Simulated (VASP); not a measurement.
A run of VASP 6.6.1 is set up as follows.

INCAR

```
SYSTEM = C
ALGO = Normal ; EDIFF = 1E-7
ENCUT = 520 ; GGA = CA
ISIF = 2 ; ISMEAR = 0
LASPH = .TRUE. ; LCHARG = .TRUE.
LELF = .TRUE. ; LREAL = .FALSE.
LVHAR = .TRUE. ; LWAVE = .FALSE.
NBANDS = 16 ; NELM = 100
PREC = Accurate ; SIGMA = 0.1
```

Contents of KPOINTS:

```
k-points
0
G
  14 14 4
  0 0 0
```

File POSCAR:

```
C
1.0
    1.2159619696     -2.1479622876      0.0091232276
    1.2232502972      2.1521701653     -0.0413730204
   -0.0941886657     -0.0851463517      7.1476530721
C
4
Direct
    0.1034933285      0.9456230676      0.7488005552
    0.5908149738      0.4138432831      0.2394105085
    0.9242568809      0.0859987362      0.2421136921
    0.4285181549      0.5893271320      0.7486182121
```

Potentials or basis: VASP PAW LDA potentials, release 64 (C).

The run is started by

```console
$ cat potpaw_LDA.64/C/POTCAR > POTCAR
$ mpirun -np 1 vasp_std > vasp.out
```

(1) Estimate the largest force.

(2) Predict the pressure.

## Answers

(1) 2.940 eV/Å.

(2) -4.0 GPa.

Caveat: the cell stands under tension; forces of over 1 eV/Å act on the atoms, so gaps and moduli don't describe the material at rest.
